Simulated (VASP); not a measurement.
# TaSi5B2 (R-3m) in VASP: single point with PBE

Aim: the single point of TaSi5B2 with PBE.

Program: VASP 6.6.1. These are calculated values, not measurements. Logs are shortened: lines on timing, memory, paths and dates and some standing lists are left out, and cuts for length are marked.

## 1. The cell of the first run

Symmetry: R-3m, No. 166, trigonal system. Conventional cell: a = 4.222 Å, b = 4.222 Å, c = 20.656 Å, α = 90.00°, β = 90.00°, γ = 120.00°. Within 3.4 Å of Ta (site symmetry -3m) lie 6 B at 2.60 Å and 8 Si at 2.69 to 2.74 Å. Si (site symmetry 3m) has 4 B at 2.03 to 2.45 Å and 1 Si at 2.31 Å and 3 Ta at 2.69 Å within 2.7 Å. Si (site symmetry 3m) has 9 Si at 2.54 to 2.92 Å and 1 Ta at 2.74 Å and 4 B at 3.06 to 3.25 Å within 3.3 Å. Within 3.1 Å of Si (site symmetry -3m) lie 8 Si at 2.31 to 2.54 Å. B (site symmetry 3m) has 4 Si at 2.03 to 2.45 Å and 3 Ta at 2.60 Å within 2.7 Å.

The cell was built from a structure type or drawn by symmetry, and may not be a known phase.

## 2. Single point, PBE

INCAR

```
PREC     = Accurate       # precision mode
ENCUT    = 500            # plane-wave cutoff, eV
EDIFF    = 1E-6           # SCF threshold, eV
ISMEAR   = 0              # smearing method
SIGMA    = 0.2            # smearing width, eV
LREAL    = F              # projectors in reciprocal space
LASPH    = T              # aspherical terms in the spheres
NELM     = 120            # most SCF steps
ALGO     = Normal         # electronic algorithm
ISIF     = 2              # what is computed and relaxed
LWAVE    = F              # write WAVECAR
LCHARG   = T              # write CHGCAR
GGA      = PE             # functional
LELF     = T              # ELF
LVHAR    = T            
NBANDS   = 28             # bands
GGA_COMPAT= F
```

KPOINTS

```
Automatic mesh
0
Gamma
  4 4 4
```

POSCAR

```
TaSi5B2
1.0
    2.1112091348      1.2189071623      6.8851980915
   -2.1112091348      1.2189071623      6.8851980915
    0.0000000000     -2.4378143246      6.8851980915
Ta Si B
1 5 2
Direct
    0.0000000000      0.0000000000      0.0000000000
    0.3880390572      0.3880390572      0.3880390572
    0.8673647157      0.8673647157      0.8673647157
    0.1326352843      0.1326352843      0.1326352843
    0.6119609428      0.6119609428      0.6119609428
    0.5000000000      0.5000000000      0.5000000000
    0.7101068027      0.7101068027      0.7101068027
    0.2898931973      0.2898931973      0.2898931973
```

Potentials or basis: VASP PAW PBE potentials, release 64 (Ta_pv, Si, B).

On the command line:

```
cat potpaw_PBE.64/Ta_pv/POTCAR potpaw_PBE.64/Si/POTCAR potpaw_PBE.64/B/POTCAR > POTCAR
mpirun -np 1 vasp_std > vasp.out
```

OUTCAR:

```text
PREC = Accurate
   ENCUT = 500
   EDIFF = 1E-6
   ISMEAR = 0
   LREAL = F
   LASPH = T
   NELM = 120
   ISIF = 2
   GGA = PE

 ion  position               nearest neighbor table
   1  0.000  0.000  0.000-   7 2.60   7 2.60   8 2.60   8 2.60   7 2.60   8 2.60   2 2.69   5 2.69
                             2 2.69   5 2.69   2 2.69   5 2.69   3 2.74   4 2.74
   2  0.388  0.388  0.388-   8 2.03   6 2.31   7 2.45   7 2.45   7 2.45   1 2.69   1 2.69   1 2.69
                             4 2.92   4 2.92   4 2.92
   3  0.867  0.867  0.867-   6 2.54   6 2.54   6 2.54   1 2.74   4 2.81   4 2.81   4 2.81   5 2.92
                             5 2.92   5 2.92
   4  0.133  0.133  0.133-   6 2.54   6 2.54   6 2.54   1 2.74   3 2.81   3 2.81   3 2.81   2 2.92
                             2 2.92   2 2.92
   5  0.612  0.612  0.612-   7 2.03   6 2.31   8 2.45   8 2.45   8 2.45   1 2.69   1 2.69   1 2.69
                             3 2.92   3 2.92   3 2.92
   6  0.500  0.500  0.500-   2 2.31   5 2.31   4 2.54   4 2.54   3 2.54   3 2.54   4 2.54   3 2.54

   7  0.710  0.710  0.710-   5 2.03   2 2.45   2 2.45   2 2.45   1 2.60   1 2.60   1 2.60
   8  0.290  0.290  0.290-   2 2.03   5 2.45   5 2.45   5 2.45   1 2.60   1 2.60   1 2.60

  LATTYP: Found a trigonal (rhomboedric) cell.
 ALAT       =     7.3040325465
 COS(alpha) =     0.8329035940

  Lattice vectors:

 A1 = (   2.1112091348,   1.2189071623,   6.8851980915)
 A2 = (  -2.1112091348,   1.2189071623,   6.8851980915)
 A3 = (   0.0000000000,  -2.4378143246,   6.8851980915)

Analysis of symmetry for initial positions (statically):
=====================================================================
 Subroutine PRICEL returns:
 Original cell was already a primitive cell.

 Routine SETGRP: Setting up the symmetry group for a
 trigonal (rhombohedral) supercell.

 Subroutine GETGRP returns: Found 12 space group operations
 (whereof 12 operations were pure point group operations)
 out of a pool of 12 trial point group operations.

The static configuration has the point symmetry D_3d.

Analysis of symmetry for dynamics (positions and initial velocities):
=====================================================================
 Subroutine PRICEL returns:
 Original cell was already a primitive cell.

 Routine SETGRP: Setting up the symmetry group for a
 trigonal (rhombohedral) supercell.

 Subroutine GETGRP returns: Found 12 space group operations
 (whereof 12 operations were pure point group operations)
 out of a pool of 12 trial point group operations.

The dynamic configuration has the point symmetry D_3d.

 Subroutine INISYM returns: Found 12 space group operations
 (whereof 12 operations are pure point group operations),
 and found     1 'primitive' translations

----------------------------------------------------------------------------------------

                                     Primitive cell

  volume of cell :     106.3089

  direct lattice vectors                    reciprocal lattice vectors
     2.111209135  1.218907162  6.885198092     0.236831109  0.136734504  0.048413035
    -2.111209135  1.218907162  6.885198092    -0.236831109  0.136734504  0.048413035
     0.000000000 -2.437814325  6.885198092     0.000000000 -0.273469009  0.048413035

  length of vectors
     7.304032547  7.304032547  7.304032547     0.277721300  0.277721300  0.277721300

  position of ions in fractional coordinates (direct lattice)
     0.000000000  0.000000000  0.000000000
     0.388039057  0.388039057  0.388039057
     0.867364716  0.867364716  0.867364716
     0.132635284  0.132635284  0.132635284
     0.611960943  0.611960943  0.611960943
     0.500000000  0.500000000  0.500000000
     0.710106803  0.710106803  0.710106803
     0.289893197  0.289893197  0.289893197

  ion indices of the primitive-cell ions
   primitive index   ion index
                 1           1
                 2           2
                 3           3
                 4           4
                 5           5
                 6           6
                 7           7
                 8           8

----------------------------------------------------------------------------------------

 KPOINTS: Automatic mesh

Automatic generation of k-mesh.
 Grid dimensions read from file:
 generate k-points for:    4    4    4

 Generating k-lattice:

  Cartesian coordinates                     Fractional coordinates (reciprocal lattice)
     0.059207777  0.034183626  0.012103259     0.250000000 -0.000000000  0.000000000
    -0.059207777  0.034183626  0.012103259    -0.000000000  0.250000000  0.000000000
     0.000000000 -0.068367252  0.012103259     0.000000000  0.000000000  0.250000000

  Length of vectors
     0.069430325  0.069430325  0.069430325

  Shift w.r.t. Gamma in fractional coordinates (k-lattice)
     0.000000000  0.000000000  0.000000000

 Subroutine IBZKPT returns following result:
 ===========================================

 Found     13 irreducible k-points:

 Following reciprocal coordinates:
            Coordinates               Weight
  0.000000  0.000000  0.000000      1.000000
  0.250000  0.000000 -0.000000      6.000000
  0.500000  0.000000 -0.000000      3.000000
  0.250000  0.250000 -0.000000      6.000000
  0.500000  0.250000 -0.000000     12.000000
 -0.250000  0.250000  0.000000      6.000000
  0.500000  0.500000 -0.000000      3.000000
  0.250000  0.250000  0.250000      2.000000
  0.500000  0.250000  0.250000      6.000000
 -0.250000  0.250000  0.250000      6.000000
  0.500000  0.500000  0.250000      6.000000
 -0.250000  0.500000  0.250000      6.000000
  0.500000  0.500000  0.500000      1.000000
   k-points           NKPTS =     13   k-points in BZ     NKDIM =     13   number of bands    NBANDS=     28
   number of dos      NEDOS =    301   number of ions     NIONS =      8
   total plane-waves  NPLWV = 157464
   dimension x,y,z NGX =    54 NGY =   54 NGZ =   54
   dimension x,y,z NGXF=   108 NGYF=  108 NGZF=  108
   ions per type =               1   5   2
   NGX,Y,Z   is equivalent  to a cutoff of  12.29, 12.29, 12.29 a.u.
   NGXF,Y,Z  is equivalent  to a cutoff of  24.58, 24.58, 24.58 a.u.
 SYSTEM =  unknown system
   PREC   = accura    normal or accurate (medium, high low for compatibility)
   ISTART =      0    job   : 0-new  1-cont  2-samecut
   ICHARG =      2    charge: 1-file 2-atom 10-const
   ISPIN  =      1    spin polarized calculation?
   LNONCOLLINEAR =      F non collinear calculations
   LSORBIT =      F    spin-orbit coupling
   LASPH  =      T    aspherical Exc in radial PAW
   ENCUT  =  500.0 eV  36.75 Ry    6.06 a.u.  13.32 13.32 13.32*2*pi/ulx,y,z
   NELM   =    120;   NELMIN=  2; NELMDL= -5     # of ELM steps
   EDIFF  = 0.1E-05   stopping-criterion for ELM
   LREAL  =      F    real-space projection
   EDIFFG = 0.1E-04   stopping-criterion for IOM
   NSW    =      0    number of steps for IOM
   IBRION =     -1    ionic relax: 0-MD 1-quasi-New 2-CG
   NFREE  =      0    steps in history (QN), initial steepest desc. (CG)
   ISIF   =      2    stress and relaxation
   ISYM   =      2    0-nonsym 1-usesym 2-fastsym
   POTIM  = 0.5000    time-step for ionic-motion
   TEBEG  =    0.0;   TEEND  =   0.0 temperature during run
   PSTRESS=    0.0 pullay stress
   NELECT =      37.0000    total number of electrons
   NUPDOWN=      -1.0000    fix difference up-down
   EMIN   =  10.00;   EMAX   =-10.00  energy-range for DOS
   EFERMI =   0.00;   METHOD = LEGACY
   ISMEAR =     0;   SIGMA  =   0.20  broadening in eV -4-tet -1-fermi 0-gaus
   EFERMI_NEDOS =   21; number of points for ismear=-14 and -15
   IALGO  =     38    algorithm
   IMIX   =      4    mixing-type and parameters
     AMIX     =   0.40;   BMIX     =  1.00
     AMIX_MAG =   1.60;   BMIX_MAG =  1.00
  volume/ion in A,a.u.               =      13.29        89.68
  Fermi-wavevector in a.u.,A,eV,Ry     =   1.151557  2.176128 18.042471  1.326084
  Thomas-Fermi vector in A             =   2.288214
   LORBIT       =      0    0 simple, 1 ext, 2 COOP (PROOUT), +10 PAW based schemes
   GGA     = PE    functional components
   LHFCALC =     F    Hartree Fock is set to
   AEXX    =    0.0000 exact exchange contribution
   IVDW    =     0    specifies the selected vdW correction
   LEPSILON=     F    determine dielectric tensor
   LRPA    =     F    only Hartree local field effects (RPA)
 non-spin polarized calculation
 Gauss-broadening in eV      SIGMA  =   0.20
  energy-cutoff  :      500.00
  volume of cell :      106.31
 maximum number of plane-waves:      2713
 NGX is ok and might be reduce to    54
   NGX = 27   NGY = 27   NGZ = 27

 number of electron      37.0000001 magnetization

 Free energy of the ion-electron system (eV)
  ---------------------------------------------------
  ext. energy  EPLUGINS =         0.00000000
  ---------------------------------------------------
  free energy    TOTEN  =       -47.78334116 eV

  energy without entropy =      -47.72179539  energy(sigma->0) =      -47.75256828

 E-fermi :   8.5714     XC(G=0): -11.4306

 val. band max:        8.5305616867   @ k =   0.2500   0.0000  -0.0000
 cond. band min:       8.6037696924   @ k =   0.2500   0.2500  -0.0000
 fundamental gap:      0.0732080057
 Fermi energy:         8.5714368280

 k-point     1 :       0.0000    0.0000    0.0000
  band No.  band energies     occupation
      1     -25.8089      2.00000
      2     -25.6621      2.00000
      3     -25.6621      2.00000
      4      -5.2229      2.00000
      5      -2.8722      2.00000
      6      -1.5189      2.00000
[... 20 lines left out ...]
     27      11.7521      0.00000
     28      12.1461      0.00000

 k-point     2 :       0.2500    0.0000   -0.0000
  band No.  band energies     occupation
      1     -25.8071      2.00000
      2     -25.6784      2.00000
      3     -25.6661      2.00000
      4      -4.5229      2.00000
      5      -2.3199      2.00000
      6      -0.9390      2.00000
[... 20 lines left out ...]
     27      12.3325      0.00000
     28      12.8724      0.00000

 k-point     3 :       0.5000    0.0000   -0.0000
  band No.  band energies     occupation
      1     -25.8052      2.00000
      2     -25.6946      2.00000
      3     -25.6701      2.00000
      4      -2.8968      2.00000
      5      -2.0900      2.00000
      6      -0.8718      2.00000
[... 20 lines left out ...]
     27      13.9099      0.00000
     28      14.1309      0.00000

 k-point     4 :       0.2500    0.2500   -0.0000
  band No.  band energies     occupation
      1     -25.8071      2.00000
      2     -25.6784      2.00000
      3     -25.6661      2.00000
      4      -4.4666      2.00000
      5      -2.6066      2.00000
      6      -0.5448      2.00000
[... 237 lines left out ...]
     27      12.9471      0.00000
     28      13.6072      0.00000

 k-point    12 :      -0.2500    0.5000    0.2500
  band No.  band energies     occupation
      1     -25.8052      2.00000
      2     -25.6885      2.00000
      3     -25.6762      2.00000
      4      -2.8327      2.00000
      5      -2.3657      2.00000
      6      -0.8900      2.00000
[... 20 lines left out ...]
     27      13.3624      0.00000
     28      14.1053      0.00000

 k-point    13 :       0.5000    0.5000    0.5000
  band No.  band energies     occupation
      1     -25.8089      2.00000
      2     -25.6621      2.00000
      3     -25.6621      2.00000
      4      -4.5965      2.00000
      5      -4.3436      2.00000
      6       0.7160      2.00000
[... 20 lines left out ...]
     27      13.2622      0.00000
     28      13.3540      0.00000

------------------------ aborting loop because EDIFF is reached ----------------------------------------

  FORCE on cell =-STRESS in cart. coord.  units (eV):
  Direction    XX          YY          ZZ          XY          YZ          ZX
  --------------------------------------------------------------------------------------
  -------------------------------------------------------------------------------------
  Total       -0.4328407     -0.4328407     -0.0929510     -0.0000000      0.0000000     -0.0000000
  in kB       -6.5233268     -6.5233268     -1.4008614     -0.0000000      0.0000000     -0.0000000
  external PRESSURE =      -4.8158383 kB  Pullay stress =       0.0000000 kB

 VOLUME and BASIS-vectors are now :
 -----------------------------------------------------------------------------
  energy-cutoff  :      500.00
  volume of cell :      106.31
      direct lattice vectors                 reciprocal lattice vectors
     2.111209135  1.218907162  6.885198092     0.236831109  0.136734504  0.048413035
    -2.111209135  1.218907162  6.885198092    -0.236831109  0.136734504  0.048413035
     0.000000000 -2.437814325  6.885198092     0.000000000 -0.273469009  0.048413035

 POSITION                                       TOTAL-FORCE (eV/Angst)
 -----------------------------------------------------------------------------------
      0.00000      0.00000      0.00000         0.000000      0.000000      0.000000
      0.00000      0.00000      8.01518         0.000000      0.000000      0.005533
      0.00000      0.00000     17.91593         0.000000      0.000000     -0.021564
      0.00000      0.00000      2.73966         0.000000      0.000000      0.021564
      0.00000      0.00000     12.64042         0.000000      0.000000     -0.005533
      0.00000      0.00000     10.32780         0.000000      0.000000      0.000000
      0.00000      0.00000     14.66768         0.000000      0.000000     -0.053014
      0.00000      0.00000      5.98792         0.000000     -0.000000      0.053014
 -----------------------------------------------------------------------------------
    total drift:                               -0.000000      0.000000     -0.000000

  FREE ENERGIE OF THE ION-ELECTRON SYSTEM (eV)
  ---------------------------------------------------
  free  energy   TOTEN  =       -47.7833411634 eV

  energy  without entropy=      -47.7217953933  energy(sigma->0) =      -47.75256828
```

Wall time 2.2 min (1 thread of AMD EPYC 7R43 (Zen 3), shared host); peak memory 0.35 GiB.

What came out:

* Free energy: -47.7833 eV
* Pressure: -0.5 GPa
* Largest force: 0.053 eV/Å
* Band gap on the k mesh: zero (an odd number of electrons rules out a gap without spin polarisation)

Forces on the atoms (eV/Å):
```
Ta   0.000  0.000  0.000
Si   0.000  0.000  0.006
Si   0.000  0.000 -0.022
Si   0.000  0.000  0.022
Si   0.000  0.000 -0.006
Si   0.000  0.000  0.000
B    0.000  0.000 -0.053
B    0.000  0.000  0.053
```

Levels at points of the mesh, in eV from the Fermi level:
| k point | band 16 | band 17 | band 18 | band 19 | band 20 | band 21 |
| --- | --- | --- | --- | --- | --- | --- |
| (0.00, 0.00, 0.00) | -2.86 | -1.00 | -0.40 | -0.40 | -0.28 | -0.28 |
| (0.50, 0.00, 0.00) | -1.34 | -1.28 | -0.58 | 0.72 | 1.04 | 1.18 |
| (0.50, 0.50, 0.00) | -2.00 | -1.80 | -0.59 | 1.18 | 1.90 | 2.25 |
| (0.50, 0.50, 0.50) | -2.30 | -1.11 | -1.05 | -1.05 | -0.71 | -0.71 |

Caveat: the k points lie up to 0.44 Å⁻¹ apart, too coarse for converged energies and pressures of a metal; spin-orbit coupling is left out, which moves the levels of the heavy elements.
